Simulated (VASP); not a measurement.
# Co: single point with LDA

Crystal: Co.

```
Co
1.0
     2.23952    0.00000    0.00000
     0.00000    2.23952    0.00000
     0.00000    0.00000    2.23952
Co
1
Direct
  0.00000 0.00000 0.00000
```

This isn't the form of Co at room conditions, which is hcp.

```json
{
  "Program": "VASP 6.6.1",
  "Task": "single point",
  "Functional": "LDA",
  "Potentials or basis": "VASP PAW LDA potentials, release 64 (Co_sv)",
  "Cutoff": "690 eV",
  "k mesh": "17 × 17 × 17",
  "Occupations": "fermi-dirac, width 0.08 eV",
  "Spin": "collinear spin, ferromagnetic start",
  "Starting moments": "[1.7] μB",
  "Dipole correction": "no",
  "Further INCAR settings": "ALGO = Normal; EDIFF = 1e-06; NBANDS = 18"
}
```

```json
{
 "Pressure": "3.1 GPa",
 "Net moment": "1.46 μB per cell",
 "Site moments": "Co +1.44 μB",
 "Valence electrons inside the program's atomic spheres": "Co 15.18"
}
```

Levels at points of the mesh, in eV from the Fermi level:
Spin up:
| k point | band 5 | band 6 | band 7 | band 8 | band 9 | band 10 | band 11 | band 12 | band 13 | band 14 |
| --- | --- | --- | --- | --- | --- | --- | --- | --- | --- | --- |
| (0.00, 0.00, 0.00) | -8.89 | -4.61 | -4.61 | -0.43 | -0.43 | -0.43 | 20.51 | 20.51 | 20.51 | 24.67 |
Spin down:
```
           k point  band 6  band 7  band 8  band 9  band 10  band 11
(0.00, 0.00, 0.00)   -3.59   -3.59    1.20    1.20     1.20    20.83
```

Wall time 44 s on 1 thread of Intel(R) Xeon(R) Platinum 8488C (Sapphire Rapids) (shared host), peak memory 0.17 GiB.

Caveat: the cell stands under pressure.
